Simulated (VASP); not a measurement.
Wanted: the native input for a VASP 6.6.1 run.

* Task: single point
* Functional: revPBE
* Potentials or basis: VASP PAW PBE potentials, release 64 (Si)
* Cutoff: 500 eV
* k mesh: 8 × 8 × 4
* Occupations: fermi-dirac, width 0.1 eV
* Spin: no spin polarisation
* Dipole correction: no
* Further INCAR settings: ALGO = Normal; EDIFF = 1e-06; NBANDS = 16

The structure of Si lies in POSCAR:

```
Si
1.0
    3.8313174600      0.0000000000      0.0000000000
   -1.9156587300      3.3180182500      0.0000000000
    0.0000000000      0.0000000000      6.3326220000
Si
4
Direct
    0.3333333333      0.6666666667      0.0630095000
    0.6666666667      0.3333333333      0.5630095000
    0.3333333333      0.6666666667      0.4369905000
    0.6666666667      0.3333333333      0.9369905000
```

This isn't the form of Si at room conditions, which is diamond.

The input as run:

INCAR

```
SYSTEM = Si
PREC = Accurate
ENCUT = 500
EDIFF = 1E-6
ISMEAR = -1
SIGMA = 0.1
LREAL = .FALSE.
LASPH = .TRUE.
NELM = 120
ALGO = Normal
ISIF = 2
LWAVE = .FALSE.
LCHARG = .FALSE.
GGA = RE
NBANDS = 16
GGA_COMPAT = .FALSE.
```

KPOINTS

```
regular mesh
0
G
  8 8 4
  0 0 0
```

Potentials or basis: VASP PAW PBE potentials, release 64 (Si).

Command:

```sh
$ cat potpaw_PBE.64/Si/POTCAR > POTCAR
$ mpirun -np 1 vasp_std > vasp.out
```

It gave:

- Pressure: 2.4 GPa
- Largest force: 0.005 eV/Å
- Band gap on the k mesh: 0.46 eV (least direct gap 1.08 eV)

Caveat: the PAW data sets were made with another functional, which shifts forces and pressure a little.

Wall time 61 s on 1 thread of Intel Xeon 8259CL (shared host), peak memory 0.18 GiB.
